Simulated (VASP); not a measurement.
CdTe:

```xyz
2
Lattice="0.0000 3.3091 3.3091 3.3091 0.0000 3.3091 3.3091 3.3091 0.0000" Properties=species:S:1:pos:R:3 pbc="T T T"
Cd    0.0000    0.0000    0.0000
Te    1.6545    1.6545    1.6545
```

* Program: VASP 6.6.1
* Task: relaxation of cell and atoms
* Functional: r2SCAN
* Potentials or basis: VASP PAW PBE potentials, release 64 (Cd, Te)
* Cutoff: 600 eV
* k mesh: 6 × 6 × 6
* Occupations: fermi-dirac, width 0.02 eV
* Spin: no spin polarisation

At the start: pressure -1.0 GPa; volume 36.23 Å³/atom.

How do energy, volume and symmetry change on relaxing?

Over 3 steps the energy falls by 2.9 meV/atom and the volume is 35.31 Å³/atom (-2.6 %); space group F-43m (No. 216, to 0.1 Å) before and after.

Step by step:
```csv
step,energy change (eV),largest force (eV/Å),pressure (GPa),volume (Å³)
1,0.0000,0.0000,-0.96,72.47
2,-0.0055,0.0000,0.25,70.21
3,-0.0058,0.0000,0.01,70.62
```

Final structure:
```
Cd Te
1.0
     0.00000    3.28066    3.28066
     3.28066    0.00000    3.28066
     3.28066    3.28066    0.00000
Cd Te
1 1
Direct
  0.00000 0.00000 0.00000
  0.25000 0.25000 0.25000
```

Caveat: the PAW data sets were made with another functional, which shifts forces and pressure a little.
